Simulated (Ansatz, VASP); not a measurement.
# Co2Si in VASP and in Ansatz

```xyz
6
Lattice="3.4545 0.0000 0.0000 0.0000 3.4545 0.0000 0.0000 0.0000 5.7576" Properties=species:S:1:pos:R:3 pbc="T T T"
Co    0.0000    1.7273    1.9851
Co    1.7273    0.0000    3.7725
Co    1.7273    1.7273    0.0000
Co    0.0000    0.0000    0.0000
Si    0.0000    1.7273    4.2353
Si    1.7273    0.0000    1.5223
```

Alike in both runs: functional PBE; k mesh 5 × 5 × 3; occupations gaussian, width 0.2 eV; collinear spin.

Ansatz relaxed the structure, and its values are those at the end. VASP's run is a single point on that final structure, the one shown.

|  | VASP | Ansatz |
| --- | --- | --- |
| version | VASP 6.6.1 | Ansatz 0.2.0 |
| potentials or method | VASP PAW PBE potentials, release 64 (Co, Si), cutoff 520 eV | scalar-relativistic, plane waves, PAW |
| valence electrons in the cell | 44 | 76 |

VASP gave:

```
gap on the k mesh at the Fermi level (eV)                     : none
pressure (GPa)                                                : -0.5
rms of the force components (eV/Å)                            : 0.006
net moment per atom (μB)                                      : 0.53
size of the moment on the site where the two differ most (μB) : 0.79
```

Problem. What did Ansatz give for the same quantities?

Solution. gap on the k mesh at the Fermi level (eV): none; pressure (GPa): -0.3; rms of the force components (eV/Å): 0.002; net moment per atom (μB): 0.54; size of the moment on the site where the two differ most (μB): 0.80.

Site moments also hang on the region over which each program counts them. A gap of «none» marks a metal or a gap that the smearing closes. VASP's potentials hold 44 valence electrons a cell and Ansatz's 76, so a difference there can come from the potentials and not from the codes.

The k mesh is coarse, so the values compare programs but aren't converged.
